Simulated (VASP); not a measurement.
# CoO in VASP: a series of runs, part 3 of 3

VASP 6.6.1. Earlier steps stand in the parts before.

### 6 Electric field gradients, PBE, collinear spin, ferromagnetic start (zz strain of +2 %)

Input file INCAR:

```
SYSTEM = CoO
ALGO = Normal ; EDIFF = 1E-8
ENCUT = 520 ; GGA = PE
ISIF = 2 ; ISMEAR = -1
ISPIN = 2 ; LASPH = .TRUE.
LCHARG = .FALSE. ; LEFG = .TRUE.
LMAXMIX = 4 ; LORBIT = 11
LREAL = .FALSE. ; LWAVE = .FALSE.
MAGMOM = 2 0 ; NBANDS = 18
NELM = 150 ; PREC = Accurate
SIGMA = 0.05
```

Input file KPOINTS:

```
k-points
0
G
  16 16 16
  0 0 0
```

Input file POSCAR:

```
CoO
1.0
    0.0000000000      2.1315000000      2.1741300000
    2.1315000000      0.0000000000      2.1741300000
    2.1315000000      2.1315000000      0.0000000000
Co O
1 1
Direct
    0.0000000000      0.0000000000      0.0000000000
    0.5000000000      0.5000000000      0.5000000000
```

Potentials or basis: VASP PAW PBE potentials, release 64 (Co, O).

Launch:

```console
cat potpaw_PBE.64/Co/POTCAR potpaw_PBE.64/O/POTCAR > POTCAR
mpirun -np 1 vasp_std > vasp.out
```

OUTCAR:

```text
SYSTEM = CoO
   EDIFF = 1E-8
   ENCUT = 520
   GGA = PE
   ISIF = 2
   ISMEAR = -1
   ISPIN = 2
   LASPH = .TRUE.
   LORBIT = 11
   LREAL = .FALSE.
   NELM = 150
   PREC = Accurate

 ion  position               nearest neighbor table
   1  0.000  0.000  0.000-   2 2.13   2 2.13   2 2.13   2 2.13   2 2.17   2 2.17
   2  0.500  0.500  0.500-   1 2.13   1 2.13   1 2.13   1 2.13   1 2.17   1 2.17

  LATTYP: Found a body centered tetragonal cell.
 ALAT       =     3.0143962082
 C/A-ratio  =     1.4424978336

  Lattice vectors:

 A1 = (  -2.1315000000,   0.0000000000,   2.1741300000)
 A2 = (   2.1315000000,   0.0000000000,   2.1741300000)
 A3 = (   0.0000000000,   2.1315000000,  -2.1741300000)

Analysis of symmetry for initial positions (statically):
=====================================================================
 Subroutine PRICEL returns:
 Original cell was already a primitive cell.

 Routine SETGRP: Setting up the symmetry group for a
 body centered tetragonal supercell.

 Subroutine GETGRP returns: Found 16 space group operations
 (whereof 16 operations were pure point group operations)
[... 1225 lines left out ...]

  FREE ENERGIE OF THE ION-ELECTRON SYSTEM (eV)
  ---------------------------------------------------
  free  energy   TOTEN  =       -13.0529152995 eV

  energy  without entropy=      -13.0180496209  energy(sigma->0) =      -13.03548246

 Electric field gradients (V/A^2)
---------------------------------------------------------------------
 ion       V_xx      V_yy      V_zz      V_xy      V_xz      V_yz
---------------------------------------------------------------------
   1       6.214     6.214   -12.428     0.002     0.001     0.001
   2       1.500     1.500    -3.000    -0.003    -0.002    -0.002
---------------------------------------------------------------------

 Electric field gradients after diagonalization (V/A^2)
 (convention: |V_zz| > |V_xx| > |V_yy|)
----------------------------------------------------------------------
 ion       V_xx      V_yy      V_zz     asymmetry (V_yy - V_xx)/ V_zz
----------------------------------------------------------------------
   1       6.216     6.212   -12.428       0.000
   2       1.503     1.497    -3.000       0.002
----------------------------------------------------------------------

           NMR quadrupolar parameters

 Cq : quadrupolar parameter    Cq=e*Q*V_zz/h
 eta: asymmetry parameters     (V_yy - V_xx)/ V_zz
 Q  : nuclear electric quadrupole moment in mb (millibarn)
----------------------------------------------------------------------
 ion       Cq(MHz)       eta       Q (mb)
----------------------------------------------------------------------
   1      -0.030       0.000       1.000
   2      -0.007       0.002       1.000
----------------------------------------------------------------------

 total charge

# of ion       s       p       d       tot
------------------------------------------
    1        0.288   0.342   7.127   7.757
    2        1.556   3.414   0.000   4.970
--------------------------------------------------
tot          1.844   3.756   7.127  12.727

 magnetization (x)

# of ion       s       p       d       tot
------------------------------------------
    1        0.020   0.017   2.544   2.582
    2        0.028   0.278   0.000   0.305
--------------------------------------------------
tot          0.048   0.295   2.544   2.887
```

OSZICAR:

```text
N       E                     dE             d eps       ncg     rms          rms(c)
DAV:   1     0.777778572816E+02    0.77778E+02   -0.65591E+03 26028   0.952E+02
DAV:   2    -0.105581275432E+02   -0.88336E+02   -0.76242E+02 26528   0.221E+02
[... 13 lines left out ...]
DAV:  16    -0.130529170257E+02   -0.69186E-05   -0.66316E-05 33864   0.647E-02    0.348E-02
DAV:  17    -0.130529152026E+02    0.18231E-05   -0.11369E-05 34352   0.522E-02    0.195E-02
DAV:  18    -0.130529150073E+02    0.19528E-06   -0.63776E-06 36958   0.411E-02    0.379E-03
DAV:  19    -0.130529151890E+02   -0.18175E-06   -0.11720E-06 28574   0.774E-03    0.265E-03
DAV:  20    -0.130529152898E+02   -0.10071E-06   -0.43760E-08 29234   0.289E-03    0.118E-03
DAV:  21    -0.130529152995E+02   -0.97677E-08   -0.24787E-08 20174   0.197E-03
   1 F= -.13052915E+02 E0= -.13035482E+02  d E =-.348657E-01  mag=     2.9398
```

stdout:

```text
POSCAR found type information on POSCAR CoO
 POSCAR found :  2 types and       2 ions
 scaLAPACK will be used
 LDA part: xc-table for (Slater+PW92), standard interpolation
 POSCAR, INCAR and KPOINTS ok, starting setup
 FFT: planning ... GRIDC
 FFT: planning ... GRID_SOFT
 FFT: planning ... GRID
 WAVECAR not read
 entering main loop
ion   1

ion   2
```

Run time: 7.8 min. Hardware: 1 thread of Oxide Virtual Turin-like, shared host; peak memory 0.27 GiB.

What came out:

- Free energy: -13.0529 eV
- Pressure: -5.4 GPa
- Net moment: 2.94 μB per cell
- Site moments: Co +2.58; O +0.30 μB
- Largest electric field gradient by atom: Co -12.4; O -3.0 V/Å²
- Valence electrons inside the program's atomic spheres: Co 7.76; O 4.97

Electric field gradients, principal values (V/Å²):
| atom | least | middle | greatest (by size) |
| --- | --- | --- | --- |
| 1 Co | 6.212 | 6.216 | -12.428 |
| 2 O | 1.497 | 1.503 | -3.000 |

Caveat: the cell differs from its parent crystal (zz strain of +2 %); the cell stands under tension; without QUAD_EFG the Cq values of the log hold for a quadrupole moment of 1 mb, not for the nuclei; a cell with one magnetic atom can't hold antiferromagnetic order, which such compounds often take; semilocal functionals often make such compounds metallic where correlation or magnetic order opens a gap, which also shifts bond lengths.

### 7 The runs side by side

```tsv
cell	gap on the mesh (eV)	pressure (GPa)	moment (μB)
a = 2.999, b = 2.999, c = 3.014 Å, angles 59.8, 59.8, 60.3°, 2 atoms, atomic positions A	none	-0.7	2.88
a = 3.014 Å, angles 60.0°, 2 atoms, atomic positions B	none	-2.1	2.91
a = 3.030, b = 3.030, c = 3.014 Å, angles 60.2, 60.2, 59.7°, 2 atoms, atomic positions A	none	-3.9	2.93
a = 3.045, b = 3.045, c = 3.014 Å, angles 60.3, 60.3, 59.3°, 2 atoms, atomic positions A	none	-5.4	2.94
```

Alike in all rows: task electric field gradients; level PBE; potentials or basis VASP PAW PBE potentials, release 64 (Co, O); spin collinear, ferromagnetic start; k mesh 16 × 16 × 16; cutoff (eV) 520; smearing fermi-dirac 0.05 eV.

Caveats: a cell with one magnetic atom can't hold antiferromagnetic order, which such compounds often take; semilocal functionals often make such compounds metallic where correlation or magnetic order opens a gap, which also shifts bond lengths; the cell stands under tension (at least some runs).

Total energies depend on the potentials used, so only differences within one code and one set of settings carry meaning.
